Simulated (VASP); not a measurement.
Set up this calculation in VASP 6.6.1, as the native input.

* Task: single point
* Functional: PBEsol
* Potentials or basis: VASP PAW PBE potentials, release 64 (Cu, O)
* Cutoff: 520 eV
* k mesh: 16 × 16 × 10
* Occupations: gaussian, width 0.1 eV
* Spin: no spin polarisation
* Dipole correction: no
* Further INCAR settings: ALGO = Normal; EDIFF = 1e-06; NBANDS = 25

The structure of CuO lies in POSCAR:

```
CuO
1.0
    1.9909680000     -2.1535500000      0.0000000000
    1.9909680000      2.1535500000      0.0000000000
    0.0000000000      0.0000000000      5.1559280000
Cu O
2 2
Direct
    0.0000000000      0.5000000000      0.0000000000
    0.5000000000      0.0000000000      0.5000000000
    0.5000000000      0.5000000000      0.2500000000
    0.5000000000      0.5000000000      0.7500000000
```

The input as run:

INCAR

```
ALGO = Normal
EDIFF = 1E-6
ENCUT = 520
GGA = PS
ISIF = 2
ISMEAR = 0
LASPH = True
LCHARG = True
LELF = True
LREAL = False
LVHAR = True
LWAVE = False
NBANDS = 25
NELM = 60
PREC = Accurate
SIGMA = 0.1
```

KPOINTS

```
k-points
0
Gamma
  16 16 10
```

Potentials or basis: VASP PAW PBE potentials, release 64 (Cu, O).

Command:

```console
$ cat potpaw_PBE.64/Cu/POTCAR potpaw_PBE.64/O/POTCAR > POTCAR
$ mpirun -np 1 vasp_std > vasp.out
```

It gave:

```yaml
Pressure: -5.4 GPa
Band_gap_on_the_k_mesh: zero (band 17 reaches 5.32 eV, above the bottom of band 18 at 4.22 eV)
```

Caveat: the PAW data sets were made with another functional, which shifts forces and pressure a little; semilocal functionals often make such compounds metallic where correlation or magnetic order opens a gap, which also shifts bond lengths.

It took 2.3 min on 1 thread of Intel(R) Xeon(R) 6975P-C (Granite Rapids), on a shared host, peak memory 0.48 GiB.
